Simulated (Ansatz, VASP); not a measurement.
## Two plane-wave programs on BeAl

```
Be Al
1.0
     2.66901    0.00000    0.00000
     0.00000    2.66901    0.00000
     0.00000    0.00000    3.54145
Be Al
1 1
Direct
  0.50000 0.50000 0.00000
  0.00000 0.00000 0.50000
```

Alike in both runs: functional PBE; k mesh 6 × 6 × 6; occupations gaussian, width 0.1 eV; no spin polarisation.

Ansatz relaxed the structure, and its values are those at the end. VASP's run is a single point on that final structure, the one shown.

```csv
,VASP,Ansatz
version,VASP 6.6.1,Ansatz 0.2.0
potentials or method,"VASP PAW PBE potentials, release 64 (Be, Al), cutoff 520 eV","scalar-relativistic, plane waves, PAW"
valence electrons in the cell,5,5
```

```csv
,VASP,Ansatz,Ansatz less VASP
gap on the k mesh at the Fermi level (eV),none,none,-
pressure (GPa),-0.2,-0.2,-0.01
```

A gap of «none» marks a metal or a gap that the smearing closes.

The k mesh is coarse, so the values compare programs but aren't converged.
